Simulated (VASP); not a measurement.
# AlIn2Sb3 (R-3m) in VASP: notebook

Runs on AlIn2Sb3. Level: PBE. Tasks: single point, relaxation of cell and atoms.

Program: VASP 6.6.1. These are calculated values, not measurements. Logs are shortened: lines on timing, memory, paths and dates and some standing lists are left out, and cuts for length are marked.

### 1 The cell of the first run

The structure is trigonal, space group R-3m (No. 166). Conventional cell: a = 6.317 Å, b = 6.317 Å, c = 15.243 Å, α = 90.00°, β = 90.00°, γ = 120.00°. Within 4.1 Å of Al (site symmetry -3m) lie 6 Sb at 3.13 Å and 6 In at 3.69 Å. Within 4.7 Å of In (site symmetry 3m) lie 9 Sb at 3.61 to 3.72 Å and 3 Al at 3.69 Å and 4 In at 3.82 to 3.93 Å. Within 4.1 Å of Sb (site symmetry 2/m) lie 2 Al at 3.13 Å and 4 Sb at 3.16 Å and 6 In at 3.61 to 3.72 Å.

The cell was built from a structure type or drawn by symmetry, and may not be a known phase.

### 2 Single point, PBE

INCAR reads:

```
PREC = Accurate
ENCUT = 520
EDIFF = 1E-6
ISMEAR = 0
SIGMA = 0.1
LREAL = F
LASPH = T
NELM = 60
ALGO = Normal
ISIF = 2
LWAVE = F
LCHARG = F
GGA = PE
NBANDS = 31
```

KPOINTS reads:

```
regular mesh
0
Gamma
  3 3 3
```

POSCAR reads:

```
AlIn2Sb3
1.0
    3.1586711000      1.8236596100      5.0809004100
   -3.1586711000      1.8236596100      5.0809004100
    0.0000000000     -3.6473192100      5.0809004100
Al In Sb
1 2 3
Direct
    0.0000000000      0.0000000000      0.0000000000
    0.6289240100      0.6289240100      0.6289240100
    0.3710759900      0.3710759900      0.3710759900
    0.0000000000      0.5000000000      0.0000000000
    0.5000000000      0.0000000000      0.0000000000
    0.0000000000      0.0000000000      0.5000000000
```

Potentials or basis: VASP PAW PBE potentials, release 64 (Al, In_d, Sb).

The run is started by

```bash
$ cat potpaw_PBE.64/Al/POTCAR potpaw_PBE.64/In_d/POTCAR potpaw_PBE.64/Sb/POTCAR > POTCAR
$ mpirun -np 1 vasp_std > vasp.out
```

OUTCAR:

```text
PREC = Accurate
   ENCUT = 520
   EDIFF = 1E-6
   ISMEAR = 0
   LREAL = F
   LASPH = T
   NELM = 60
   ISIF = 2
   GGA = PE

 ion  position               nearest neighbor table
   1  0.000  0.000  0.000-   6 3.13   6 3.13   4 3.13   5 3.13   4 3.13   5 3.13   3 3.69   2 3.69
                             3 3.69   2 3.69   3 3.69   2 3.69
   2  0.629  0.629  0.629-   4 3.61   5 3.61   6 3.61   1 3.69   1 3.69   1 3.69   4 3.72   5 3.72
                             5 3.72   4 3.72   6 3.72   6 3.72   3 3.82   3 3.82   3 3.82   3 3.93
   3  0.371  0.371  0.371-   4 3.61   5 3.61   6 3.61   1 3.69   1 3.69   1 3.69   5 3.72   4 3.72
                             4 3.72   5 3.72   6 3.72   6 3.72   2 3.82   2 3.82   2 3.82   2 3.93
   4  0.000  0.500  0.000-   1 3.13   1 3.13   6 3.16   6 3.16   5 3.16   5 3.16   3 3.61   2 3.61
                             3 3.72   2 3.72   3 3.72   2 3.72
   5  0.500  0.000  0.000-   1 3.13   1 3.13   6 3.16   6 3.16   4 3.16   4 3.16   3 3.61   2 3.61
                             3 3.72   2 3.72   2 3.72   3 3.72
   6  0.000  0.000  0.500-   1 3.13   1 3.13   4 3.16   5 3.16   4 3.16   5 3.16   3 3.61   2 3.61
                             3 3.72   2 3.72   3 3.72   2 3.72

  LATTYP: Found a trigonal (rhomboedric) cell.
 ALAT       =     6.2544773137
 COS(alpha) =     0.4898983054

  Lattice vectors:

 A1 = (   3.1586711000,   1.8236596100,   5.0809004100)
 A2 = (  -3.1586711000,   1.8236596100,   5.0809004100)
 A3 = (   0.0000000000,  -3.6473192100,   5.0809004100)

Analysis of symmetry for initial positions (statically):
=====================================================================
 Subroutine PRICEL returns:
 Original cell was already a primitive cell.

 Routine SETGRP: Setting up the symmetry group for a
 trigonal (rhombohedral) supercell.

 Subroutine GETGRP returns: Found 12 space group operations
 (whereof 12 operations were pure point group operations)
 out of a pool of 12 trial point group operations.

The static configuration has the point symmetry D_3d.

Analysis of symmetry for dynamics (positions and initial velocities):
=====================================================================
 Subroutine PRICEL returns:
 Original cell was already a primitive cell.

 Routine SETGRP: Setting up the symmetry group for a
 trigonal (rhombohedral) supercell.

 Subroutine GETGRP returns: Found 12 space group operations
 (whereof 12 operations were pure point group operations)
 out of a pool of 12 trial point group operations.

The dynamic configuration has the point symmetry D_3d.

 Subroutine INISYM returns: Found 12 space group operations
 (whereof 12 operations are pure point group operations),
 and found     1 'primitive' translations

----------------------------------------------------------------------------------------

                                     Primitive cell

  volume of cell :     175.6063

  direct lattice vectors                    reciprocal lattice vectors
     3.158671100  1.823659610  5.080900410     0.158294417  0.091391324  0.065605170
    -3.158671100  1.823659610  5.080900410    -0.158294417  0.091391324  0.065605170
     0.000000000 -3.647319210  5.080900410     0.000000000 -0.182782649  0.065605170

  length of vectors
     6.254477314  6.254477314  6.254477308     0.194199729  0.194199729  0.194199730

  position of ions in fractional coordinates (direct lattice)
     0.000000000  0.000000000  0.000000000
     0.628924010  0.628924010  0.628924010
     0.371075990  0.371075990  0.371075990
     0.000000000  0.500000000  1.000000000
     0.500000000  0.000000000  1.000000000
     1.000000000  1.000000000  0.500000000

  ion indices of the primitive-cell ions
   primitive index   ion index
                 1           1
                 2           2
                 3           3
                 4           4
                 5           5
                 6           6

----------------------------------------------------------------------------------------

 KPOINTS: regular mesh

Automatic generation of k-mesh.
 Grid dimensions read from file:
 generate k-points for:    3    3    3

 Generating k-lattice:

  Cartesian coordinates                     Fractional coordinates (reciprocal lattice)
     0.052764806  0.030463775  0.021868390     0.333333333  0.000000000  0.000000000
    -0.052764806  0.030463775  0.021868390     0.000000000  0.333333333  0.000000000
     0.000000000 -0.060927550  0.021868390    -0.000000000 -0.000000000  0.333333333

  Length of vectors
     0.064733243  0.064733243  0.064733243

  Shift w.r.t. Gamma in fractional coordinates (k-lattice)
     0.000000000  0.000000000  0.000000000

 Subroutine IBZKPT returns following result:
 ===========================================

 Found      6 irreducible k-points:

 Following reciprocal coordinates:
            Coordinates               Weight
  0.000000  0.000000  0.000000      1.000000
[... 45 lines left out ...]
  Fermi-wavevector in a.u.,A,eV,Ry     =   1.032078  1.950344 14.492710  1.065184
  Thomas-Fermi vector in A             =   2.166257
   LORBIT       =      0    0 simple, 1 ext, 2 COOP (PROOUT), +10 PAW based schemes
   GGA     = PE    functional components
   LHFCALC =     F    Hartree Fock is set to
   AEXX    =    0.0000 exact exchange contribution
   IVDW    =     0    specifies the selected vdW correction
   LEPSILON=     F    determine dielectric tensor
   LRPA    =     F    only Hartree local field effects (RPA)
 non-spin polarized calculation
 Gauss-broadening in eV      SIGMA  =   0.10
  energy-cutoff  :      520.00
  volume of cell :      175.61
 maximum number of plane-waves:      4734
 NGX is ok and might be reduce to    48
   NGX = 23   NGY = 23   NGZ = 23

 number of electron      43.9999997 magnetization

 Free energy of the ion-electron system (eV)
  ---------------------------------------------------
  ext. energy  EPLUGINS =         0.00000000
  ---------------------------------------------------
  free energy    TOTEN  =       -20.11370452 eV

  energy without entropy =      -20.07716350  energy(sigma->0) =      -20.09543401

 E-fermi :   6.7878     XC(G=0):  -9.4943

 val. band max:        6.7262568729   @ k =  -0.3333   0.3333   0.3333
 cond. band min:       6.8162293291   @ k =  -0.3333   0.3333   0.0000
 fundamental gap:      0.0899724562
 Fermi energy:         6.7877698924

 k-point     1 :       0.0000    0.0000    0.0000
  band No.  band energies     occupation
      1      -7.9412      2.00000
      2      -7.9412      2.00000
      3      -7.9398      2.00000
      4      -7.9376      2.00000
      5      -7.9376      2.00000
      6      -7.8933      2.00000
[... 23 lines left out ...]
     30      10.9639      0.00000
     31      11.0968      0.00000

 k-point     2 :       0.3333    0.0000    0.0000
  band No.  band energies     occupation
      1      -7.9470      2.00000
      2      -7.9452      2.00000
      3      -7.9400      2.00000
      4      -7.9321      2.00000
      5      -7.9283      2.00000
      6      -7.9015      2.00000
[... 23 lines left out ...]
     30      10.6383      0.00000
     31      11.0599      0.00000

 k-point     3 :       0.3333    0.3333    0.0000
  band No.  band energies     occupation
      1      -7.9472      2.00000
      2      -7.9454      2.00000
      3      -7.9448      2.00000
      4      -7.9255      2.00000
      5      -7.9210      2.00000
      6      -7.9132      2.00000
[... 23 lines left out ...]
     30      10.2602      0.00000
     31      10.4319      0.00000

 k-point     4 :      -0.3333    0.3333    0.0000
  band No.  band energies     occupation
      1      -7.9546      2.00000
      2      -7.9481      2.00000
      3      -7.9371      2.00000
      4      -7.9199      2.00000
      5      -7.9161      2.00000
      6      -7.9120      2.00000
[... 23 lines left out ...]
     30      10.1772      0.00000
     31      10.2182      0.00000

 k-point     5 :       0.3333    0.3333    0.3333
  band No.  band energies     occupation
      1      -7.9449      2.00000
      2      -7.9449      2.00000
      3      -7.9341      2.00000
      4      -7.9305      2.00000
      5      -7.9305      2.00000
      6      -7.9003      2.00000
[... 23 lines left out ...]
     30      10.4118      0.00000
     31      10.4118      0.00000

 k-point     6 :      -0.3333    0.3333    0.3333
  band No.  band energies     occupation
      1      -7.9551      2.00000
      2      -7.9485      2.00000
      3      -7.9308      2.00000
      4      -7.9203      2.00000
      5      -7.9190      2.00000
      6      -7.9114      2.00000
[... 23 lines left out ...]
     30       9.9710      0.00000
     31      10.2408      0.00000

------------------------ aborting loop because EDIFF is reached ----------------------------------------

  FORCE on cell =-STRESS in cart. coord.  units (eV):
  Direction    XX          YY          ZZ          XY          YZ          ZX
  --------------------------------------------------------------------------------------
  -------------------------------------------------------------------------------------
  Total       -2.4675195     -2.4675195      0.5215913      0.0000000      0.0000000      0.0000000
  in kB      -22.5128799    -22.5128798      4.7588370      0.0000000      0.0000000      0.0000000
  external PRESSURE =     -13.4223075 kB  Pullay stress =       0.0000000 kB

 VOLUME and BASIS-vectors are now :
 -----------------------------------------------------------------------------
  energy-cutoff  :      520.00
  volume of cell :      175.61
      direct lattice vectors                 reciprocal lattice vectors
     3.158671100  1.823659610  5.080900410     0.158294417  0.091391324  0.065605170
    -3.158671100  1.823659610  5.080900410    -0.158294417  0.091391324  0.065605170
     0.000000000 -3.647319210  5.080900410     0.000000000 -0.182782649  0.065605170

 POSITION                                       TOTAL-FORCE (eV/Angst)
 -----------------------------------------------------------------------------------
      0.00000      0.00000      0.00000         0.000000     -0.000000     -0.000000
      0.00000      0.00000      9.58650         0.000000      0.000000      0.077073
      0.00000      0.00000      5.65620         0.000000     -0.000000     -0.077073
     -1.57934      0.91183      2.54045        -0.000000      0.000000     -0.000000
      1.57934      0.91183      2.54045        -0.000000     -0.000000     -0.000000
      0.00000     -1.82366      2.54045         0.000000      0.000000      0.000000
 -----------------------------------------------------------------------------------
    total drift:                                0.000000     -0.000000      0.000000

  FREE ENERGIE OF THE ION-ELECTRON SYSTEM (eV)
  ---------------------------------------------------
  free  energy   TOTEN  =       -20.1137045229 eV

  energy  without entropy=      -20.0771635042  energy(sigma->0) =      -20.09543401
```

It took 28 s on 1 thread of AMD EPYC 9R45 (Zen 5), shared host; peak memory 0.29 GiB.

What came out:

* Free energy: -20.1137 eV
* Pressure: -1.3 GPa
* Largest force: 0.077 eV/Å
* Band gap on the k mesh: zero (bands 22 and 23 overlap by 0.44 eV)

Forces in eV/Å, atoms in the order of the input:
```
Al   0.000  0.000  0.000
In   0.000  0.000  0.077
In   0.000  0.000 -0.077
Sb   0.000  0.000  0.000
Sb   0.000  0.000  0.000
Sb   0.000  0.000  0.000
```

Caveat: the k points lie up to 0.41 Å⁻¹ apart; semilocal functionals underestimate gaps, so a narrow gap can read as zero; spin-orbit coupling is left out, which moves the levels of the heavy elements.

### 3 Single point, PBE

This run uses another cell than the first one, of 28.05 Å³/atom.

INCAR reads:

```
SYSTEM = AlIn2Sb3
PREC = Accurate ; ENCUT = 520
EDIFF = 1E-6 ; ISMEAR = 0
SIGMA = 0.1 ; LREAL = .FALSE.
LASPH = .TRUE. ; NELM = 100
ALGO = Normal ; ISIF = 2
LWAVE = .FALSE. ; LCHARG = .FALSE.
GGA = PE ; NBANDS = 31
```

KPOINTS reads:

```
regular mesh
0
G
  6 6 6
  0 0 0
```

POSCAR reads:

```
AlIn2Sb3
1.0
    3.3124287858      1.9124316526      4.4285475374
   -3.3124287858      1.9124316526      4.4285475374
    0.0000000000     -3.8248633009      4.4285475393
Al In Sb
1 2 3
Direct
    0.0000000000      0.0000000000      0.0000000000
    0.6226673952      0.6226673952      0.6226673952
    0.3773326048      0.3773326048      0.3773326048
    0.0000000000      0.5000000000      0.0000000000
    0.5000000000      0.0000000000      0.0000000000
    0.0000000000      0.0000000000      0.5000000000
```

Potentials or basis: VASP PAW PBE potentials, release 64 (Al, In_d, Sb).

The run is started by

```bash
$ cat potpaw_PBE.64/Al/POTCAR potpaw_PBE.64/In_d/POTCAR potpaw_PBE.64/Sb/POTCAR > POTCAR
$ mpirun -np 1 vasp_std > vasp.out
```

Wall time 2.1 min (1 thread of AMD EPYC 9R45 (Zen 5), shared host); peak memory 0.38 GiB.

It converged, with:

```yaml
Free_energy: -20.4707 eV
Pressure: 0.0 GPa
Band_gap_on_the_k_mesh: zero (bands 22 and 23 overlap by 1.83 eV)
```

Forces on the atoms (eV/Å):
```
Al   0.000  0.000  0.000
In   0.000  0.000 -0.003
In   0.000  0.000  0.003
Sb   0.000  0.000  0.000
Sb   0.000  0.000  0.000
Sb   0.000  0.000  0.000
```

Levels at points of the mesh, in eV from the Fermi level:
| k point | band 18 | band 19 | band 20 | band 21 | band 22 | band 23 | band 24 | band 25 | band 26 | band 27 |
| --- | --- | --- | --- | --- | --- | --- | --- | --- | --- | --- |
| (0.00, 0.00, 0.00) | -3.53 | -2.75 | -1.89 | -1.82 | -1.82 | -0.22 | 0.11 | 0.11 | 2.20 | 2.20 |
| (0.50, 0.00, 0.00) | -3.32 | -3.02 | -1.67 | -1.55 | -1.21 | 0.47 | 1.09 | 1.86 | 1.88 | 2.66 |
| (0.50, 0.50, 0.00) | -2.01 | -1.81 | -0.96 | -0.49 | -0.47 | 0.15 | 1.61 | 1.65 | 1.81 | 2.07 |
| (0.50, 0.50, 0.50) | -3.99 | -0.84 | -0.81 | -0.81 | 0.38 | 0.95 | 0.95 | 2.69 | 3.13 | 3.13 |

Caveat: spin-orbit coupling is left out, which moves the levels of the heavy elements.

### 4 Relaxation of cell and atoms, PBE

INCAR reads:

```
PREC = Accurate ; ENCUT = 600
EDIFF = 1E-7 ; ISMEAR = 0
SIGMA = 0.1 ; LREAL = F
LASPH = T ; NELM = 60
ALGO = Normal ; ISIF = 3
LWAVE = F ; LCHARG = F
GGA = PE ; IBRION = 2
NSW = 100 ; EDIFFG = -0.01
```

KPOINTS reads:

```
Automatic mesh
0
Gamma
  6 6 6
```

POSCAR reads:

```
AlIn2Sb3
1.0
    3.1586711000      1.8236596100      5.0809004100
   -3.1586711000      1.8236596100      5.0809004100
    0.0000000000     -3.6473192100      5.0809004100
Al In Sb
1 2 3
Direct
    0.0000000000      0.0000000000      0.0000000000
    0.6289240100      0.6289240100      0.6289240100
    0.3710759900      0.3710759900      0.3710759900
    0.0000000000      0.5000000000      0.0000000000
    0.5000000000      0.0000000000      0.0000000000
    0.0000000000      0.0000000000      0.5000000000
```

The run is started by

```bash
$ cat potpaw_PBE.64/Al/POTCAR potpaw_PBE.64/In_d/POTCAR potpaw_PBE.64/Sb/POTCAR > POTCAR
$ mpirun -np 1 vasp_std > vasp.out
```

It took 37 min on 1 thread of AMD EPYC 9R45 (Zen 5), shared host; peak memory 0.48 GiB.

It converged, with:

```yaml
Free_energy: -20.4703 eV
Relaxed_volume: 28.05 Å³/atom
Relaxed_cell: a = 5.854 Å, b = 5.854 Å, c = 5.854 Å, α = 68.87°, β = 68.87°, γ = 68.87°
Space_group_after_relaxing_to_0.1_Å: R-3m (No. 166)
Energy_gained_by_relaxing: 18.2 meV/atom
Ionic_steps: 25
Pressure_after_relaxing: 0.0 GPa
Band_gap_on_the_k_mesh: zero (bands 22 and 23 overlap by 1.83 eV)
```

Step by step:
| step | energy change (eV) | largest force (eV/Å) | pressure (GPa) | volume (Å³) |
| --- | --- | --- | --- | --- |
| 1 | 0.0000 | 0.0445 | -1.37 | 175.61 |
| 2 | -0.0564 | 0.0132 | -0.01 | 169.28 |
| 3 | -0.0607 | 0.0018 | 0.49 | 167.30 |
| 4 | -0.0771 | 0.0125 | 0.25 | 168.15 |
| 5 | -0.0859 | 0.0413 | -0.05 | 169.28 |
| 6 | -0.0862 | 0.0467 | -0.10 | 169.49 |
| 7 | -0.0863 | 0.0491 | -0.13 | 169.58 |
| 8 | -0.0869 | 0.0522 | 0.03 | 168.90 |
| 9 | -0.0870 | 0.0536 | 0.11 | 168.61 |
| 10 | -0.0875 | 0.0498 | 0.10 | 168.60 |
| 11 | -0.0891 | 0.0381 | 0.08 | 168.58 |
| 12 | -0.0923 | 0.0103 | 0.05 | 168.52 |
| 13 | -0.0952 | 0.0707 | -0.01 | 168.34 |
| 14 | -0.0960 | 0.0776 | -0.01 | 168.32 |
| 15 | -0.0985 | 0.1038 | -0.02 | 168.26 |
| 16 | -0.0968 | 0.1960 | 0.03 | 168.07 |
| 17 | -0.0995 | 0.1236 | -0.01 | 168.21 |
| 18 | -0.0996 | 0.1342 | 0.00 | 168.19 |
| 19 | -0.1014 | 0.1318 | 0.00 | 168.16 |
| 20 | -0.1037 | 0.1291 | 0.03 | 168.06 |
| 21 | -0.1055 | 0.1036 | -0.01 | 168.23 |
| 22 | -0.1084 | 0.0333 | -0.11 | 168.72 |
| 23 | -0.1086 | 0.0117 | -0.14 | 168.89 |
| 24 | -0.1086 | 0.0098 | 0.17 | 167.64 |
| 25 | -0.1089 | 0.0016 | 0.01 | 168.29 |

Final structure:
```
Al In Sb
1.0
     3.31020    1.91114    4.43352
    -3.31020    1.91114    4.43352
     0.00000   -3.82229    4.43352
Al In Sb
1 2 3
Direct
  0.00000 0.00000 0.00000
  0.62259 0.62259 0.62259
  0.37741 0.37741 0.37741
  0.00000 0.50000 0.00000
  0.50000 0.00000 0.00000
  0.00000 0.00000 0.50000
```

Levels at points of the mesh, in eV from the Fermi level:
```
           k point  band 20  band 21  band 22  band 23  band 24  band 25
(0.00, 0.00, 0.00)    -1.91    -1.82    -1.82    -0.23     0.10     0.10
(0.50, 0.00, 0.00)    -1.68    -1.55    -1.21     0.47     1.08     1.85
(0.50, 0.50, 0.00)    -0.96    -0.49    -0.47     0.14     1.60     1.64
(0.50, 0.50, 0.50)    -0.81    -0.81     0.38     0.94     0.94     2.69
```

Caveat: spin-orbit coupling is left out, which moves the levels of the heavy elements.

### 5 The runs side by side

```tsv
task	cell	k mesh	cutoff (eV)	gap on the mesh (eV)	pressure (GPa)
single point	a = 6.254 Å, angles 60.7°, 6 atoms, atomic positions A	3 × 3 × 3	520	none	-1.3
single point	a = 5.852 Å, angles 69.0°, 6 atoms, atomic positions B	6 × 6 × 6	520	none	0.0
relaxation of cell and atoms	relaxed from a = 6.254 Å, angles 60.7°, 6 atoms, atomic positions A	6 × 6 × 6	600	none	0.0
```

Alike in all rows: level PBE; potentials or basis VASP PAW PBE potentials, release 64 (Al, In_d, Sb); no spin polarisation; smearing gaussian 0.1 eV.

Caveats: some runs use coarse meshes; spin-orbit coupling is left out, which moves the levels of the heavy elements; semilocal functionals underestimate gaps, so a narrow gap can read as zero (at least some runs).

Total energies depend on the potentials used, so only differences within one code and one set of settings carry meaning.
